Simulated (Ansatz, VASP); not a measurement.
## GeSb4Te4 in VASP and in Ansatz

Contents of INCAR:

```
SYSTEM = GeSb4Te4
ALGO = Normal
EDIFF = 1E-7
ENCUT = 520
GGA = PE
ISIF = 2
ISMEAR = 0
LASPH = .True.
LCHARG = .False.
LREAL = .False.
LWAVE = .False.
NBANDS = 39
NELM = 60
PREC = Accurate
SIGMA = 0.03
```

File KPOINTS:

```
k-points
0
Gamma
  9 9 2
  0 0 0
```

Contents of POSCAR:

```
GeSb4Te4
1.0
   -4.3299846501      0.0000000000      0.0000000000
   -2.1649923251     -3.7498767050      0.0000000000
   -1.6237442438     -0.9374691762     17.6486093019
Ge Sb Te
1 4 4
Direct
   -0.1547625000     -0.1547625000      0.6190500000
    0.2925460336      0.2925460336      0.1631491990
    0.6479289664      0.6479289664      0.0749508010
    0.5642120789      0.5642120789      0.4098183509
    0.1262629211      0.1262629211      0.8282816491
    0.2024412136      0.2024412136      0.5235684789
    0.4880337864      0.4880337864      0.7145315211
    0.9217458216      0.9217458216      0.3130167137
   -0.2312708216     -0.2312708216      0.9250832863
```

Input for Ansatz:

```yaml
crystal:
  lattice:
    - [-4.3299846501, 0.0, 0.0]
    - [-2.1649923251, -3.749876705, 0.0]
    - [-1.6237442438, -0.9374691762, 17.6486093019]
  atoms:
    - { symbol: Ge, position: [-0.1547625, -0.1547625, 0.61905] }
    - { symbol: Sb, position: [0.2925460336, 0.2925460336, 0.163149199] }
    - { symbol: Sb, position: [0.6479289664, 0.6479289664, 0.074950801] }
    - { symbol: Sb, position: [0.5642120789, 0.5642120789, 0.4098183509] }
    - { symbol: Sb, position: [0.1262629211, 0.1262629211, 0.8282816491] }
    - { symbol: Te, position: [0.2024412136, 0.2024412136, 0.5235684789] }
    - { symbol: Te, position: [0.4880337864, 0.4880337864, 0.7145315211] }
    - { symbol: Te, position: [0.9217458216, 0.9217458216, 0.3130167137] }
    - { symbol: Te, position: [-0.2312708216, -0.2312708216, 0.9250832863] }
basis:
  ecutwfc: 420
kpoints:
  mp_grid: { grid: [9, 9, 2] }
hamiltonian:
  xc: pbe
scf:
  occupations: { method: gaussian, width: 0.03 }
output:
  forces: true
  stress: true
  eigenvalues: true
  write_density: true
  write_potential: true
  elf: true
  volumetric_format: npy
```

Alike in both runs: task single point; functional PBE; k mesh 9 × 9 × 2; occupations gaussian, width 0.03 eV; no spin polarisation.

|  | VASP | Ansatz |
| --- | --- | --- |
| version | VASP 6.6.1 | Ansatz 0.2.0 |
| potentials or method | VASP PAW PBE potentials, release 64 (Ge_d, Sb, Te), cutoff 520 eV | scalar-relativistic, plane waves, PAW |
| valence electrons in the cell | 58 | 138 |

```tsv
	VASP	Ansatz	Ansatz less VASP
gap on the k mesh at the Fermi level (eV)	none	none	-
pressure (GPa)	1.9	1.9	-0.01
traceless stress, the component that is largest in VASP (GPa)	2.59	2.58	-0.013
rms of the force components (eV/Å)	0.567	0.568	+0.0004
```

Atom by atom the forces differ by 0.010 eV/Å (rms over components). A gap of «none» marks a metal or a gap that the smearing closes. With one functional, cell and mesh, what is left measures potentials, basis and numerics. VASP's potentials hold 58 valence electrons a cell and Ansatz's 138, so a difference there can come from the potentials and not from the codes.

Neither program's run includes spin-orbit coupling.
